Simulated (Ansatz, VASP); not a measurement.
## One calculation of SrO, two programs

```
Sr O
1.0
    -0.04598    2.74630    2.74630
     2.74630   -0.04598    2.74630
     2.74630    2.74630   -0.04598
Sr O
1 1
Cartesian
  -0.0086 -0.0086 -0.0086
  1.3703 1.3703 1.3703
```

Change from the starting cell: shear_111 strain -2.5%.

Alike in both runs: task single point; functional PBE; k mesh 8 × 8 × 8; occupations fermi-dirac, width 0.02 eV; no spin polarisation.

|  | VASP | Ansatz |
| --- | --- | --- |
| version | VASP 6.6.1 | Ansatz 0.2.0 |
| potentials or method | VASP PAW PBE potentials, release 64 (Sr_sv, O) | plane waves, PAW |
| plane-wave cutoff (eV) | 600 | 420 |
| valence electrons in the cell | 16 | 16 |

```tsv
	VASP	Ansatz	Ansatz less VASP
gap on the k mesh at the Fermi level (eV)	2.59	2.58	-0.006
pressure (GPa)	3.1	2.6	-0.45
traceless stress, the component that is largest in VASP (GPa)	0.40	0.40	-0.002
rms of the force components (eV/Å)	0.004	0.002	-0.0028
```

Atom by atom the forces differ by 0.003 eV/Å (rms over components).
